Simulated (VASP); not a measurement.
# MgC2 (P6/mmm) in VASP: a series of runs

The runs below take MgC2 through relaxation of cell and atoms, with PBE.

All numbers are computed with VASP 6.6.1; they aren't measurements. Logs are shortened: lines on timing, memory, paths and dates and some standing lists are left out, and cuts for length are marked.

### 1 The cell of the first run

The structure is hexagonal, space group P6/mmm (No. 191). The conventional cell has a = 5.520 Å, b = 5.520 Å, c = 5.272 Å, α = 90.00°, β = 90.00°, γ = 120.00°. Within 2.7 Å of Mg (site symmetry 6/mmm) lie 2 C at 2.02 Å. Within 1.7 Å of C (site symmetry 6mm) lie 1 C at 1.24 Å.

### 2 Relaxation of cell and atoms, PBE

File INCAR:

```
PREC = Accurate
ENCUT = 600
EDIFF = 1E-6
ISMEAR = 0
SIGMA = 0.02
LREAL = F
LASPH = T
NELM = 100
ALGO = Normal
ISIF = 3
LWAVE = F
LCHARG = F
GGA = PE
IBRION = 2
NSW = 100
EDIFFG = -0.01
```

File KPOINTS:

```
regular mesh
0
Gamma
  6 6 4
```

File POSCAR:

```
MgC2
1.0
    5.5195436671      0.0000000000      0.0000000000
   -2.7597718336      4.7800650330      0.0000000000
    0.0000000000      0.0000000000      5.2724676037
Mg C
1 2
Direct
    0.0000000000      0.0000000000      0.5000000000
    0.0000000000      0.0000000000      0.1175772180
    0.0000000000      0.0000000000      0.8824227820
```

Potentials or basis: VASP PAW PBE potentials, release 64 (Mg, C).

On the command line:

```
> cat potpaw_PBE.64/Mg/POTCAR potpaw_PBE.64/C/POTCAR > POTCAR
> mpirun -np 1 vasp_std > vasp.out
```

OUTCAR:

```text
PREC = Accurate
   ENCUT = 600
   EDIFF = 1E-6
   ISMEAR = 0
   LREAL = F
   LASPH = T
   NELM = 100
   ISIF = 3
   GGA = PE
   IBRION = 2
   NSW = 100
   EDIFFG = -0.01

 ion  position               nearest neighbor table
   1  0.000  0.000  0.500-   2 2.02   3 2.02
   2  0.000  0.000  0.118-   3 1.24   1 2.02
   3  0.000  0.000  0.882-   2 1.24   1 2.02

  LATTYP: Found a hexagonal cell.
 ALAT       =     5.5195436671
 C/A-ratio  =     0.9552361430

  Lattice vectors:

 A1 = (   5.5195436671,   0.0000000000,   0.0000000000)
 A2 = (  -2.7597718336,   4.7800650330,   0.0000000000)
 A3 = (   0.0000000000,   0.0000000000,   5.2724676037)

Analysis of symmetry for initial positions (statically):
=====================================================================
 Subroutine PRICEL returns:
 Original cell was already a primitive cell.

 Routine SETGRP: Setting up the symmetry group for a
 hexagonal supercell.

 Subroutine GETGRP returns: Found 24 space group operations
 (whereof 24 operations were pure point group operations)
 out of a pool of 24 trial point group operations.

The static configuration has the point symmetry D_6h.

Analysis of symmetry for dynamics (positions and initial velocities):
=====================================================================
 Subroutine PRICEL returns:
 Original cell was already a primitive cell.

 Routine SETGRP: Setting up the symmetry group for a
 hexagonal supercell.

 Subroutine GETGRP returns: Found 24 space group operations
 (whereof 24 operations were pure point group operations)
 out of a pool of 24 trial point group operations.

The dynamic configuration has the point symmetry D_6h.

 Subroutine INISYM returns: Found 24 space group operations
 (whereof 24 operations are pure point group operations),
 and found     1 'primitive' translations

----------------------------------------------------------------------------------------

                                     Primitive cell

  volume of cell :     139.1076

  direct lattice vectors                    reciprocal lattice vectors
     5.519543667  0.000000000  0.000000000     0.181174398  0.104601087  0.000000000
    -2.759771834  4.780065033  0.000000000     0.000000000  0.209202175  0.000000000
     0.000000000  0.000000000  5.272467604     0.000000000  0.000000000  0.189664513

  length of vectors
     5.519543667  5.519543667  5.272467604     0.209202175  0.209202175  0.189664513

[... 83 lines left out ...]
   NFREE  =      1    steps in history (QN), initial steepest desc. (CG)
   ISIF   =      3    stress and relaxation
   ISYM   =      2    0-nonsym 1-usesym 2-fastsym
   POTIM  = 0.5000    time-step for ionic-motion
   TEBEG  =    0.0;   TEEND  =   0.0 temperature during run
   PSTRESS=    0.0 pullay stress
   NELECT =      10.0000    total number of electrons
   NUPDOWN=      -1.0000    fix difference up-down
   EMIN   =  10.00;   EMAX   =-10.00  energy-range for DOS
   EFERMI =   0.00;   METHOD = LEGACY
   ISMEAR =     0;   SIGMA  =   0.02  broadening in eV -4-tet -1-fermi 0-gaus
   EFERMI_NEDOS =   21; number of points for ismear=-14 and -15
   IALGO  =     38    algorithm
   IMIX   =      4    mixing-type and parameters
     AMIX     =   0.40;   BMIX     =  1.00
     AMIX_MAG =   1.60;   BMIX_MAG =  1.00
  volume/ion in A,a.u.               =      46.37       312.91
  Fermi-wavevector in a.u.,A,eV,Ry     =   0.680703  1.286343  6.304355  0.463357
  Thomas-Fermi vector in A             =   1.759271
   LORBIT       =      0    0 simple, 1 ext, 2 COOP (PROOUT), +10 PAW based schemes
   GGA     = PE    functional components
   LHFCALC =     F    Hartree Fock is set to
   AEXX    =    0.0000 exact exchange contribution
   IVDW    =     0    specifies the selected vdW correction
   LEPSILON=     F    determine dielectric tensor
   LRPA    =     F    only Hartree local field effects (RPA)
 conjugate gradient relaxation of ions
 non-spin polarized calculation
 Gauss-broadening in eV      SIGMA  =   0.02
  energy-cutoff  :      600.00
  volume of cell :      139.11
 maximum number of plane-waves:      4672
 NGX is ok and might be reduce to    48
   NGX = 23   NGY = 23   NGZ = 21

--------------------------------------- Ionic step        1  -------------------------------------------

 number of electron      10.0000001 magnetization

 Free energy of the ion-electron system (eV)
  ---------------------------------------------------
  ext. energy  EPLUGINS =         0.00000000
  ---------------------------------------------------
  free energy    TOTEN  =       -16.88323286 eV

  energy without entropy =      -16.88323286  energy(sigma->0) =      -16.88323286

------------------------ aborting loop because EDIFF is reached ----------------------------------------

  FORCE on cell =-STRESS in cart. coord.  units (eV):
  Direction    XX          YY          ZZ          XY          YZ          ZX
  --------------------------------------------------------------------------------------
  -------------------------------------------------------------------------------------
  Total        0.2116348      0.2116348     -0.0126550     -0.0000000     -0.0000000      0.0000000
  in kB        2.4375120      2.4375120     -0.1457549     -0.0000000     -0.0000000      0.0000000
  external PRESSURE =       1.5764230 kB  Pullay stress =       0.0000000 kB
[... 92 lines left out ...]
  FREE ENERGIE OF THE ION-ELECTRON SYSTEM (eV)
  ---------------------------------------------------
  free  energy   TOTEN  =       -16.8836101373 eV

  energy  without entropy=      -16.8836101373  energy(sigma->0) =      -16.88361014

[... ionic steps 4 to 19 ...]

--------------------------------------- Ionic step       20  -------------------------------------------

 number of electron      10.0000001 magnetization

------------------------ aborting loop because EDIFF is reached ----------------------------------------
[... 69 lines left out ...]
--------------------------------------- Ionic step       22  -------------------------------------------

 number of electron      10.0000001 magnetization

 Free energy of the ion-electron system (eV)
  ---------------------------------------------------
  ext. energy  EPLUGINS =         0.00000000
  ---------------------------------------------------
  free energy    TOTEN  =       -16.92204816 eV

  energy without entropy =      -16.92204816  energy(sigma->0) =      -16.92204816

 E-fermi :  -4.4144     XC(G=0):  -3.6510

 val. band max:       -4.5459616539   @ k =   0.0000   0.0000   0.5000
 cond. band min:      -0.6425006569   @ k =   0.5000   0.0000   0.5000
 fundamental gap:      3.9034609971
 Fermi energy:        -4.4144237808

 k-point     1 :       0.0000    0.0000    0.0000
  band No.  band energies     occupation
      1     -15.4522      2.00000
      2      -7.6784      2.00000
      3      -6.4337      2.00000
      4      -4.6717      2.00000
      5      -4.6717      2.00000
      6      -0.2182      0.00000
      7       1.6673      0.00000
      8       1.6673      0.00000
      9       2.2588      0.00000
[... 268 lines left out ...]
  FREE ENERGIE OF THE ION-ELECTRON SYSTEM (eV)
  ---------------------------------------------------
  free  energy   TOTEN  =       -16.9220481629 eV

  energy  without entropy=      -16.9220481629  energy(sigma->0) =      -16.92204816

 reached required accuracy - stopping structural energy minimisation
```

OSZICAR:

```text
N       E                     dE             d eps       ncg     rms          rms(c)
DAV:   1     0.332614844641E+02    0.33261E+02   -0.32168E+03   378   0.853E+02
DAV:   2    -0.162392342113E+02   -0.49501E+02   -0.47825E+02   552   0.124E+02
DAV:   3    -0.222604100522E+02   -0.60212E+01   -0.60147E+01   549   0.504E+01
[... 181 lines left out ...]
DAV:   3    -0.169220234571E+02    0.23295E-05   -0.70952E-06   370   0.205E-02    0.305E-03
DAV:   4    -0.169220233025E+02    0.15462E-06   -0.57156E-07   190   0.480E-03
  21 F= -.16922023E+02 E0= -.16922023E+02  d E =-.519505E-05
       N       E                     dE             d eps       ncg     rms          rms(c)
DAV:   1    -0.169220489495E+02   -0.25492E-04   -0.67772E-04   379   0.249E-01    0.100E-02
DAV:   2    -0.169220481629E+02    0.78662E-06   -0.78176E-06   509   0.228E-02
  22 F= -.16922048E+02 E0= -.16922048E+02  d E =-.300554E-04
```

Wall time 6.8 min (1 thread of Intel Xeon 6975P-C, shared host); peak memory 0.33 GiB.

Results:

```yaml
Free_energy: -16.9220 eV
Relaxed_cell: a = 6.494 Å, b = 6.494 Å, c = 5.280 Å, α = 90.00°, β = 90.00°, γ = 120.00°
Space_group_after_relaxing_to_0.05_Å: P6/mmm (No. 191)
Energy_gained_by_relaxing: 12.9 meV/atom
Ionic_steps: 22
Pressure_after_relaxing: 0.0 GPa
Band_gap_on_the_k_mesh: 3.90 eV, indirect (least direct gap 3.91 eV)
```

The path:
```
step  energy change (eV)  largest force (eV/Å)  pressure (GPa)  volume (Å³)
   1              0.0000                0.0868            0.16       139.11
   2              0.0009                0.6494           -0.08       140.03
   3             -0.0004                0.1739            0.07       139.43
   4             -0.0009                0.1681            0.11       139.72
   5             -0.0023                0.1512            0.20       140.58
   6             -0.0039                0.1138            0.39       142.31
   7             -0.0040                0.0986            0.49       143.14
   8             -0.0046                0.1022            0.48       143.52
   9             -0.0061                0.1146            0.46       144.65
  10             -0.0090                0.1406            0.42       146.95
  11             -0.0145                0.1919            0.34       151.58
  12             -0.0236                0.2937            0.21       161.09
  13             -0.0351                0.4958           -0.04       181.01
  14             -0.0152                0.8865           -0.50       224.53
  15             -0.0365                0.5563           -0.10       187.22
  16             -0.0384                0.2429            0.10       192.10
  17             -0.0387                0.0414            0.05       190.89
  18             -0.0387                0.0552            0.05       190.97
  19             -0.0387                0.0642            0.04       191.75
  20             -0.0388                0.0766            0.02       192.78
  21             -0.0388                0.0636           -0.02       192.89
  22             -0.0388                0.0004            0.00       192.84
```

Final structure:
```
Mg C
1.0
     6.49418    0.00000    0.00000
    -3.24709    5.62413    0.00000
     0.00000    0.00000    5.27976
Mg C
1 2
Direct
  0.00000 0.00000 0.50000
  0.00000 0.00000 0.11755
  0.00000 0.00000 0.88245
```

Caveat: the volume moved by over 15 % at a fixed basis, so the end points are rough. As with any semilocal functional, this PBE gap is likely too small.

### 3 Relaxation of cell and atoms, PBE

This run uses another cell than the first one, of 69.48 Å³/atom, 1.498 times its volume.

File INCAR:

```
ALGO = Normal ; EDIFF = 1E-6
EDIFFG = -0.01 ; ENCUT = 600
GGA = PE ; IBRION = 2
ISIF = 3 ; ISMEAR = 0
LASPH = T ; LCHARG = F
LREAL = F ; LWAVE = F
NELM = 100 ; NSW = 100
PREC = Accurate ; SIGMA = 0.02
```

File KPOINTS:

```
k-points
0
Gamma
  6 6 4
```

File POSCAR:

```
MgC2
1.0
    6.7524617729      0.0000000000      0.0000000000
   -3.3762308865      5.8478034334      0.0000000000
    0.0000000000      0.0000000000      5.2789492679
Mg C
1 2
Direct
    0.0000000000      0.0000000000      0.5000000000
    0.0000000000      0.0000000000      0.1174477502
    0.0000000000      0.0000000000      0.8825522498
```

Potentials or basis: VASP PAW PBE potentials, release 64 (Mg, C).

On the command line:

```
> cat potpaw_PBE.64/Mg/POTCAR potpaw_PBE.64/C/POTCAR > POTCAR
> mpirun -np 1 vasp_std > vasp.out
```

OUTCAR:

```text
EDIFF = 1E-6
   EDIFFG = -0.01
   ENCUT = 600
   GGA = PE
   IBRION = 2
   ISIF = 3
   ISMEAR = 0
   LASPH = T
   LREAL = F
   NELM = 100
   NSW = 100
   PREC = Accurate

 ion  position               nearest neighbor table
   1  0.000  0.000  0.500-   2 2.02   3 2.02
   2  0.000  0.000  0.117-   3 1.24   1 2.02
   3  0.000  0.000  0.883-   2 1.24   1 2.02

  LATTYP: Found a hexagonal cell.
 ALAT       =     6.7524617729
 C/A-ratio  =     0.7817814370

  Lattice vectors:

 A1 = (   6.7524617729,   0.0000000000,   0.0000000000)
 A2 = (  -3.3762308865,   5.8478034334,   0.0000000000)
 A3 = (   0.0000000000,   0.0000000000,   5.2789492679)

Analysis of symmetry for initial positions (statically):
=====================================================================
 Subroutine PRICEL returns:
 Original cell was already a primitive cell.

 Routine SETGRP: Setting up the symmetry group for a
 hexagonal supercell.

 Subroutine GETGRP returns: Found 24 space group operations
 (whereof 24 operations were pure point group operations)
 out of a pool of 24 trial point group operations.

The static configuration has the point symmetry D_6h.

Analysis of symmetry for dynamics (positions and initial velocities):
=====================================================================
 Subroutine PRICEL returns:
 Original cell was already a primitive cell.

 Routine SETGRP: Setting up the symmetry group for a
 hexagonal supercell.

 Subroutine GETGRP returns: Found 24 space group operations
 (whereof 24 operations were pure point group operations)
 out of a pool of 24 trial point group operations.

The dynamic configuration has the point symmetry D_6h.

 Subroutine INISYM returns: Found 24 space group operations
 (whereof 24 operations are pure point group operations),
 and found     1 'primitive' translations

[... 100 lines left out ...]
   POTIM  = 0.5000    time-step for ionic-motion
   TEBEG  =    0.0;   TEEND  =   0.0 temperature during run
   PSTRESS=    0.0 pullay stress
   NELECT =      10.0000    total number of electrons
   NUPDOWN=      -1.0000    fix difference up-down
   EMIN   =  10.00;   EMAX   =-10.00  energy-range for DOS
   EFERMI =   0.00;   METHOD = LEGACY
   ISMEAR =     0;   SIGMA  =   0.02  broadening in eV -4-tet -1-fermi 0-gaus
   EFERMI_NEDOS =   21; number of points for ismear=-14 and -15
   IALGO  =     38    algorithm
   IMIX   =      4    mixing-type and parameters
     AMIX     =   0.40;   BMIX     =  1.00
     AMIX_MAG =   1.60;   BMIX_MAG =  1.00
  volume/ion in A,a.u.               =      69.48       468.90
  Fermi-wavevector in a.u.,A,eV,Ry     =   0.594850  1.124103  4.814372  0.353846
  Thomas-Fermi vector in A             =   1.644590
   LORBIT       =      0    0 simple, 1 ext, 2 COOP (PROOUT), +10 PAW based schemes
   GGA     = PE    functional components
   LHFCALC =     F    Hartree Fock is set to
   AEXX    =    0.0000 exact exchange contribution
   IVDW    =     0    specifies the selected vdW correction
   LEPSILON=     F    determine dielectric tensor
   LRPA    =     F    only Hartree local field effects (RPA)
 conjugate gradient relaxation of ions
 non-spin polarized calculation
 Gauss-broadening in eV      SIGMA  =   0.02
  energy-cutoff  :      600.00
  volume of cell :      208.45
 maximum number of plane-waves:      6999
 NGX is ok and might be reduce to    54
   NGX = 27   NGY = 27   NGZ = 21

--------------------------------------- Ionic step        1  -------------------------------------------

 number of electron      10.0000001 magnetization

 Free energy of the ion-electron system (eV)
  ---------------------------------------------------
  ext. energy  EPLUGINS =         0.00000000
  ---------------------------------------------------
  free energy    TOTEN  =       -16.93640766 eV

  energy without entropy =      -16.93640766  energy(sigma->0) =      -16.93640766

------------------------ aborting loop because EDIFF is reached ----------------------------------------

  FORCE on cell =-STRESS in cart. coord.  units (eV):
  Direction    XX          YY          ZZ          XY          YZ          ZX
  --------------------------------------------------------------------------------------
  -------------------------------------------------------------------------------------
  Total        0.0245038      0.0245038      0.0988213     -0.0000000     -0.0000000     -0.0000000
  in kB        0.1883394      0.1883394      0.7595539     -0.0000000     -0.0000000     -0.0000000
  external PRESSURE =       0.3787442 kB  Pullay stress =       0.0000000 kB
[... 61 lines left out ...]
--------------------------------------- Ionic step        3  -------------------------------------------

 number of electron      10.0000001 magnetization

 Free energy of the ion-electron system (eV)
  ---------------------------------------------------
  ext. energy  EPLUGINS =         0.00000000
  ---------------------------------------------------
  free energy    TOTEN  =       -16.93646447 eV

  energy without entropy =      -16.93646447  energy(sigma->0) =      -16.93646447

 E-fermi :  -4.5729     XC(G=0):  -3.4664

 val. band max:       -4.6617229470   @ k =   0.0000   0.0000   0.5000
 cond. band min:      -0.6867282326   @ k =   0.5000  -0.0000   0.5000
 fundamental gap:      3.9749947144
 Fermi energy:        -4.5729465144

 k-point     1 :       0.0000    0.0000    0.0000
  band No.  band energies     occupation
      1     -15.5589      2.00000
      2      -7.7842      2.00000
      3      -6.5320      2.00000
      4      -4.7893      2.00000
      5      -4.7893      2.00000
      6      -0.2866      0.00000
      7       1.5434      0.00000
      8       1.5434      0.00000
      9       2.0175      0.00000
[... 268 lines left out ...]
  FREE ENERGIE OF THE ION-ELECTRON SYSTEM (eV)
  ---------------------------------------------------
  free  energy   TOTEN  =       -16.9364644685 eV

  energy  without entropy=      -16.9364644685  energy(sigma->0) =      -16.93646447

 reached required accuracy - stopping structural energy minimisation
```

OSZICAR:

```text
N       E                     dE             d eps       ncg     rms          rms(c)
DAV:   1     0.390116560677E+02    0.39012E+02   -0.29787E+03   378   0.808E+02
DAV:   2    -0.140458080535E+02   -0.53057E+02   -0.50453E+02   578   0.121E+02
DAV:   3    -0.221657133191E+02   -0.81199E+01   -0.81086E+01   520   0.556E+01
[... 22 lines left out ...]
DAV:   1    -0.169371850517E+02   -0.55006E-02   -0.14038E-01   378   0.354E+00    0.182E-01
DAV:   2    -0.169365525555E+02    0.63250E-03   -0.27482E-03   525   0.404E-01    0.768E-02
DAV:   3    -0.169364696544E+02    0.82901E-04   -0.44874E-04   451   0.154E-01    0.315E-02
DAV:   4    -0.169364642948E+02    0.53596E-05   -0.31276E-05   497   0.362E-02    0.945E-03
DAV:   5    -0.169364644685E+02   -0.17371E-06   -0.17562E-06   365   0.118E-02
   3 F= -.16936464E+02 E0= -.16936464E+02  d E =-.568052E-04
```

Wall time 1.9 min (1 thread of Intel Xeon 6975P-C, shared host); peak memory 0.38 GiB.

Results:

```yaml
Free_energy: -16.9365 eV
Relaxed_cell: a = 6.753 Å, b = 6.753 Å, c = 5.280 Å, α = 90.00°, β = 90.00°, γ = 120.00°
Space_group_after_relaxing_to_0.05_Å: P6/mmm (No. 191)
Energy_gained_by_relaxing: 0.0 meV/atom
Ionic_steps: 3
Pressure_after_relaxing: 0.0 GPa
Band_gap_on_the_k_mesh: 3.98 eV, indirect (least direct gap 3.98 eV)
```

Final structure:
```
Mg C
1.0
     6.75272    0.00000    0.00000
    -3.37636    5.84803    0.00000
     0.00000    0.00000    5.27977
Mg C
1 2
Direct
  0.00000 0.00000 0.50000
  0.00000 0.00000 0.11754
  0.00000 0.00000 0.88246
```
